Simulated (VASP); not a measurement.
A run of VASP 6.6.1 is set up as follows.

Contents of INCAR:

```
SYSTEM = Hf
PREC = Accurate ; ENCUT = 520
EDIFF = 1E-6 ; ISMEAR = -1
SIGMA = 0.05 ; LREAL = .False.
LASPH = .True. ; NELM = 80
ALGO = Normal ; ISIF = 2
LWAVE = .False. ; LCHARG = .False.
GGA = PE ; IVDW = 12
NBANDS = 17
```

The input KPOINTS:

```
Automatic mesh
0
Gamma
  10 10 5
  0 0 0
```

Contents of POSCAR:

```
Hf
1.0
    3.1707743215      0.0000000000      0.0000000000
   -1.5853871608      2.7459711121      0.0000000000
    0.0000000000      0.0000000000      5.0098470309
Hf
2
Direct
    0.6666666667      0.3333333333      0.7500000000
    0.3333333333      0.6666666667      0.2500000000
```

Potentials or basis: VASP PAW PBE potentials, release 64 (Hf_pv).

The run is started by

```console
$ cat potpaw_PBE.64/Hf_pv/POTCAR > POTCAR
$ mpirun -np 1 vasp_std > vasp.out
```

Estimate the pressure.

-0.4 GPa.

Estimate the dispersion energy per atom.

-0.462 eV.

Predict the band gap on the k mesh.

zero (band 10 reaches 6.28 eV, above the bottom of band 11 at 4.76 eV).

Stress tensor (GPa, compression positive):
```
-0.40  0.00  0.00
 0.00 -0.40  0.00
 0.00  0.00 -0.51
```

Caveat: spin-orbit coupling is left out, which moves the levels of the heavy elements; pairwise dispersion overbinds metals, which lowers pressure and volume.
